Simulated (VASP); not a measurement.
# Nb4H in VASP: notebook, part 2 of 2

VASP 6.6.1.

### 5 Single point, LDA

INCAR

```
PREC = Accurate
ENCUT = 520
EDIFF = 1E-7
ISMEAR = 0
SIGMA = 0.1
LREAL = False
LASPH = True
NELM = 60
ALGO = Normal
ISIF = 2
LWAVE = False
LCHARG = False
LDIPOL = True
IDIPOL = 3
DIPOL = 0.5 0.5 0.325
GGA = CA
NBANDS = 34
```

KPOINTS

```
Automatic mesh
0
Gamma
  9 7 1
```

POSCAR

```
Nb4H
1.0
    2.9270177669      0.0000000000      0.0000000000
    0.0000000000      4.1394282232      0.0000000000
    0.0000000000      0.0000000000     21.2576690685
Nb H
4 1
Direct
    0.5000000000      0.5000000000      0.1881673850
    0.0000000000      0.0000000000      0.2570135449
    0.5000000000      0.5000000000      0.3306382692
    0.0000000000      0.0000000000      0.3884559987
    0.0000000000      0.0000000000      0.4594891866
```

Potentials or basis: VASP PAW LDA potentials, release 64 (Nb_sv, H).

Launch:

```bash
$ cat potpaw_LDA.64/Nb_sv/POTCAR potpaw_LDA.64/H/POTCAR > POTCAR
$ mpirun -np 1 vasp_std > vasp.out
```

OUTCAR:

```text
PREC = Accurate
   ENCUT = 520
   EDIFF = 1E-7
   ISMEAR = 0
   LREAL = False
   LASPH = True
   NELM = 60
   ISIF = 2
   GGA = CA

 ion  position               nearest neighbor table
   1  0.500  0.500  0.188-   2 2.93   2 2.93   2 2.93   2 2.93   3 3.03
   2  0.000  0.000  0.257-   4 2.79   1 2.93   1 2.93   1 2.93   1 2.93   3 2.98   3 2.98   3 2.98
                             3 2.98
   3  0.500  0.500  0.331-   4 2.82   4 2.82   4 2.82   4 2.82   2 2.98   2 2.98   2 2.98   2 2.98
                             1 3.03
   4  0.000  0.000  0.388-   5 1.51   2 2.79   3 2.82   3 2.82   3 2.82   3 2.82
   5  0.000  0.000  0.459-   4 1.51

  LATTYP: Found a simple orthorhombic cell.
 ALAT       =     2.9270177669
 B/A-ratio  =     1.4142135624
 C/A-ratio  =     7.2625691955
[... 942 lines left out ...]
  Total       -7.0301707     -5.1694949      5.9754396      0.0000000      0.0000000      0.0000000
  in kB      -43.7315729    -32.1571343     37.1705583      0.0000000      0.0000000      0.0000000
  external PRESSURE =     -12.9060496 kB  Pullay stress =       0.0000000 kB

 VOLUME and BASIS-vectors are now :
 -----------------------------------------------------------------------------
  energy-cutoff  :      520.00
  volume of cell :      257.56
      direct lattice vectors                 reciprocal lattice vectors
     2.927017767  0.000000000  0.000000000     0.341644663  0.000000000  0.000000000
     0.000000000  4.139428223  0.000000000     0.000000000  0.241579258  0.000000000
     0.000000000  0.000000000 21.257669069     0.000000000  0.000000000  0.047041846

 POSITION                                       TOTAL-FORCE (eV/Angst)
 -----------------------------------------------------------------------------------
      1.46351      2.06971      4.00000         0.000000      0.000000      1.310708
      0.00000      0.00000      5.46351         0.000000      0.000000     -1.297793
      1.46351      2.06971      7.02860         0.000000      0.000000     -0.227294
      0.00000      0.00000      8.25767         0.000000      0.000000     -4.890580
      0.00000      0.00000      9.76767         0.000000      0.000000      5.104959
 -----------------------------------------------------------------------------------
    total drift:                                0.000000      0.000000      0.000026

  FREE ENERGIE OF THE ION-ELECTRON SYSTEM (eV)
  ---------------------------------------------------
  free  energy   TOTEN  =       -42.4429249505 eV

  energy  without entropy=      -42.4172558826  energy(sigma->0) =      -42.43009042

 vacuum level on the upper side and lower side of the slab         5.687         3.560
```

Run time: 5.3 min. Hardware: 1 thread of Intel Xeon 6975P-C, shared host; peak memory 0.35 GiB.

What came out:

| Quantity | Value |
| --- | --- |
| Free energy | -42.4429 eV |
| Largest force | 5.105 eV/Å |

Forces in eV/Å, atoms in the order of the input:
```
Nb   0.000  0.000  1.311
Nb   0.000  0.000 -1.298
Nb   0.000  0.000 -0.227
Nb   0.000  0.000 -4.891
H    0.000  0.000  5.105
```

### 6 Single point, LDA

INCAR

```
PREC     = Accurate       # precision mode
ENCUT    = 520            # plane-wave cutoff, eV
EDIFF    = 1E-7           # SCF threshold, eV
ISMEAR   = 0              # smearing method
SIGMA    = 0.1            # smearing width, eV
LREAL    = False          # projectors in reciprocal space
LASPH    = True           # aspherical terms in the spheres
NELM     = 80             # most SCF steps
ALGO     = Normal         # electronic algorithm
ISIF     = 2              # what is computed and relaxed
LWAVE    = False          # write WAVECAR
LCHARG   = False          # write CHGCAR
LDIPOL   = True         
IDIPOL   = 3            
DIPOL    = 0.5 0.5 0.334
GGA      = CA             # functional
NBANDS   = 34             # bands
```

KPOINTS is that of step 5.

POSCAR, as its differences from that of step 5:

```diff
@@ -12,2 +12,2 @@
     0.0000000000      0.0000000000      0.3884559987
-    0.0000000000      0.0000000000      0.4594891866
+    0.0000000000      0.0000000000      0.5065310328
```

Potentials or basis: VASP PAW LDA potentials, release 64 (Nb_sv, H).

Launch:

```bash
$ cat potpaw_LDA.64/Nb_sv/POTCAR potpaw_LDA.64/H/POTCAR > POTCAR
$ mpirun -np 1 vasp_std > vasp.out
```

OUTCAR:

```text
PREC = Accurate
   ENCUT = 520
   EDIFF = 1E-7
   ISMEAR = 0
   LREAL = False
   LASPH = True
   NELM = 80
   ISIF = 2
   GGA = CA

 ion  position               nearest neighbor table
   1  0.500  0.500  0.188-   2 2.93   2 2.93   2 2.93   2 2.93   3 3.03
   2  0.000  0.000  0.257-   4 2.79   1 2.93   1 2.93   1 2.93   1 2.93   3 2.98   3 2.98   3 2.98
                             3 2.98
   3  0.500  0.500  0.331-   4 2.82   4 2.82   4 2.82   4 2.82   2 2.98   2 2.98   2 2.98   2 2.98
                             1 3.03
   4  0.000  0.000  0.388-   2 2.79   3 2.82   3 2.82   3 2.82   3 2.82
   5  0.000  0.000  0.507-

  LATTYP: Found a simple orthorhombic cell.
 ALAT       =     2.9270177669
 B/A-ratio  =     1.4142135624
 C/A-ratio  =     7.2625691955

  Lattice vectors:

 A1 = (   2.9270177669,   0.0000000000,   0.0000000000)
 A2 = (   0.0000000000,   4.1394282232,   0.0000000000)
 A3 = (   0.0000000000,   0.0000000000,  21.2576690685)

Analysis of symmetry for initial positions (statically):
=====================================================================
 Subroutine PRICEL returns:
 Original cell was already a primitive cell.

 Routine SETGRP: Setting up the symmetry group for a
 simple orthorhombic supercell.

 Subroutine GETGRP returns: Found  4 space group operations
 (whereof  4 operations were pure point group operations)
 out of a pool of  8 trial point group operations.

The static configuration has the point symmetry C_2v.

Analysis of symmetry for dynamics (positions and initial velocities):
=====================================================================
 Subroutine PRICEL returns:
 Original cell was already a primitive cell.

 Routine SETGRP: Setting up the symmetry group for a
 simple orthorhombic supercell.

 Subroutine GETGRP returns: Found  4 space group operations
 (whereof  4 operations were pure point group operations)
 out of a pool of  8 trial point group operations.

The dynamic configuration has the point symmetry C_2v.

 Subroutine INISYM returns: Found  4 space group operations
 (whereof  4 operations are pure point group operations),
 and found     1 'primitive' translations

----------------------------------------------------------------------------------------

                                     Primitive cell

  volume of cell :     257.5617

  direct lattice vectors                    reciprocal lattice vectors
     2.927017767  0.000000000  0.000000000     0.341644663  0.000000000  0.000000000
     0.000000000  4.139428223  0.000000000     0.000000000  0.241579258  0.000000000
     0.000000000  0.000000000 21.257669069     0.000000000  0.000000000  0.047041846

  length of vectors
     2.927017767  4.139428223 21.257669069     0.341644663  0.241579258  0.047041846

  position of ions in fractional coordinates (direct lattice)
     0.500000000  0.500000000  0.188167385
     0.000000000  0.000000000  0.257013545
     0.500000000  0.500000000  0.330638269
     0.000000000  0.000000000  0.388455999
     0.000000000  0.000000000  0.506531033

  ion indices of the primitive-cell ions
   primitive index   ion index
                 1           1
                 2           2
[... 36 lines left out ...]
  0.444444  0.000000  0.000000      2.000000
  0.000000  0.142857  0.000000      2.000000
[... 12 lines left out ...]
  0.333333  0.428571  0.000000      4.000000
  0.444444  0.428571  0.000000      4.000000
   k-points           NKPTS =     20   k-points in BZ     NKDIM =     20   number of bands    NBANDS=     34
   number of dos      NEDOS =    301   number of ions     NIONS =      5
   total plane-waves  NPLWV = 122880
   dimension x,y,z NGX =    24 NGY =   32 NGZ =  160
   dimension x,y,z NGXF=    48 NGYF=   64 NGZF=  320
   ions per type =               4   1
   NGX,Y,Z   is equivalent  to a cutoff of  13.63, 12.85, 12.51 a.u.
   NGXF,Y,Z  is equivalent  to a cutoff of  27.26, 25.70, 25.03 a.u.
 SYSTEM =  unknown system
   PREC   = accura    normal or accurate (medium, high low for compatibility)
   ISTART =      0    job   : 0-new  1-cont  2-samecut
   ICHARG =      2    charge: 1-file 2-atom 10-const
   ISPIN  =      1    spin polarized calculation?
   LNONCOLLINEAR =      F non collinear calculations
   LSORBIT =      F    spin-orbit coupling
   LASPH  =      T    aspherical Exc in radial PAW
   ENCUT  =  520.0 eV  38.22 Ry    6.18 a.u.   5.44  7.70 39.53*2*pi/ulx,y,z
   NELM   =     80;   NELMIN=  2; NELMDL= -5     # of ELM steps
   EDIFF  = 0.1E-06   stopping-criterion for ELM
   LREAL  =      F    real-space projection
   EDIFFG = 0.1E-05   stopping-criterion for IOM
   NSW    =      0    number of steps for IOM
   IBRION =     -1    ionic relax: 0-MD 1-quasi-New 2-CG
   NFREE  =      0    steps in history (QN), initial steepest desc. (CG)
   ISIF   =      2    stress and relaxation
   ISYM   =      2    0-nonsym 1-usesym 2-fastsym
   POTIM  = 0.5000    time-step for ionic-motion
   TEBEG  =    0.0;   TEEND  =   0.0 temperature during run
   PSTRESS=    0.0 pullay stress
   NELECT =      53.0000    total number of electrons
   NUPDOWN=      -1.0000    fix difference up-down
   EMIN   =  10.00;   EMAX   =-10.00  energy-range for DOS
   EFERMI =   0.00;   METHOD = LEGACY
   ISMEAR =     0;   SIGMA  =   0.10  broadening in eV -4-tet -1-fermi 0-gaus
   EFERMI_NEDOS =   21; number of points for ismear=-14 and -15
   IALGO  =     38    algorithm
   IMIX   =      4    mixing-type and parameters
     AMIX     =   0.40;   BMIX     =  1.00
     AMIX_MAG =   1.60;   BMIX_MAG =  1.00
  volume/ion in A,a.u.               =      51.51       347.62
  Fermi-wavevector in a.u.,A,eV,Ry     =   0.966510  1.826439 12.709767  0.934142
  Thomas-Fermi vector in A             =   2.096318
   LORBIT       =      0    0 simple, 1 ext, 2 COOP (PROOUT), +10 PAW based schemes
   GGA     = CA    functional components
   LHFCALC =     F    Hartree Fock is set to
   AEXX    =    0.0000 exact exchange contribution
   IVDW    =     0    specifies the selected vdW correction
   LEPSILON=     F    determine dielectric tensor
   LRPA    =     F    only Hartree local field effects (RPA)
 non-spin polarized calculation
 Gauss-broadening in eV      SIGMA  =   0.10
  energy-cutoff  :      520.00
  volume of cell :      257.56
 maximum number of plane-waves:      6993
 NGX is ok and might be reduce to    24
   NGX = 11   NGY = 15   NGZ = 79

 dipolmoment           0.000000      0.000000     -0.232309 electrons x Angstroem

 number of electron      52.9999999 magnetization

 dipolmoment           0.000000      0.000000      0.176101 electrons x Angstroem

 Free energy of the ion-electron system (eV)
  ---------------------------------------------------
  ext. energy  EPLUGINS =         0.00000000
  ---------------------------------------------------
  free energy    TOTEN  =       -42.01152497 eV

  energy without entropy =      -41.98409358  energy(sigma->0) =      -41.99780928

 E-fermi :  -0.4470     XC(G=0):  -4.9358

 val. band max:       -0.4494150074   @ k =   0.4444   0.2857   0.0000
 cond. band min:      -0.4369809300   @ k =   0.2222   0.1429   0.0000
 fundamental gap:      0.0124340774
 Fermi energy:        -0.4469598659

 k-point     1 :       0.0000    0.0000    0.0000
  band No.  band energies     occupation
      1     -55.0419      2.00000
      2     -54.9001      2.00000
      3     -54.7015      2.00000
      4     -54.5421      2.00000
      5     -31.6192      2.00000
      6     -31.4129      2.00000
[... 729 lines left out ...]
     33       1.8895      0.00000
     34       2.2502      0.00000

------------------------ aborting loop because EDIFF is reached ----------------------------------------

 vacuum level on the upper side and lower side of the slab       (xc-potential included)         1.275        -1.350

  FORCE on cell =-STRESS in cart. coord.  units (eV):
  Direction    XX          YY          ZZ          XY          YZ          ZX
  --------------------------------------------------------------------------------------
  -------------------------------------------------------------------------------------
  Total       -7.4415979     -5.6419598     -6.4816854      0.0000000      0.0000000      0.0000000
  in kB      -46.2908789    -35.0961288    -40.3196888      0.0000000      0.0000000      0.0000000
  external PRESSURE =     -40.5688988 kB  Pullay stress =       0.0000000 kB

 VOLUME and BASIS-vectors are now :
 -----------------------------------------------------------------------------
  energy-cutoff  :      520.00
  volume of cell :      257.56
      direct lattice vectors                 reciprocal lattice vectors
     2.927017767  0.000000000  0.000000000     0.341644663  0.000000000  0.000000000
     0.000000000  4.139428223  0.000000000     0.000000000  0.241579258  0.000000000
     0.000000000  0.000000000 21.257669069     0.000000000  0.000000000  0.047041846

 POSITION                                       TOTAL-FORCE (eV/Angst)
 -----------------------------------------------------------------------------------
      1.46351      2.06971      4.00000         0.000000      0.000000      1.360335
      0.00000      0.00000      5.46351         0.000000      0.000000     -1.306167
      1.46351      2.06971      7.02860         0.000000      0.000000     -0.204924
      0.00000      0.00000      8.25767         0.000000      0.000000      1.960622
      0.00000      0.00000     10.76767         0.000000      0.000000     -1.809865
 -----------------------------------------------------------------------------------
    total drift:                                0.000000      0.000000     -0.000102

  FREE ENERGIE OF THE ION-ELECTRON SYSTEM (eV)
  ---------------------------------------------------
  free  energy   TOTEN  =       -42.0115249743 eV

  energy  without entropy=      -41.9840935787  energy(sigma->0) =      -41.99780928

 vacuum level on the upper side and lower side of the slab         6.056         3.358
```

Wall time 5.6 min (1 thread of Intel Xeon 6975P-C, shared host); peak memory 0.36 GiB.

Results:

| Quantity | Value |
| --- | --- |
| Free energy | -42.0115 eV |
| Largest force | 1.961 eV/Å |

Forces in eV/Å, atoms in the order of the input:
```
Nb   0.000  0.000  1.360
Nb   0.000  0.000 -1.306
Nb   0.000  0.000 -0.205
Nb   0.000  0.000  1.961
H    0.000  0.000 -1.810
```

Levels at points of the mesh, in eV from the Fermi level:
| k point | band 22 | band 23 | band 24 | band 25 | band 26 | band 27 | band 28 | band 29 | band 30 | band 31 |
| --- | --- | --- | --- | --- | --- | --- | --- | --- | --- | --- |
| (0.00, 0.00, 0.00) | -1.70 | -1.40 | -0.94 | -0.45 | -0.28 | 0.33 | 0.37 | 0.41 | 0.77 | 1.57 |
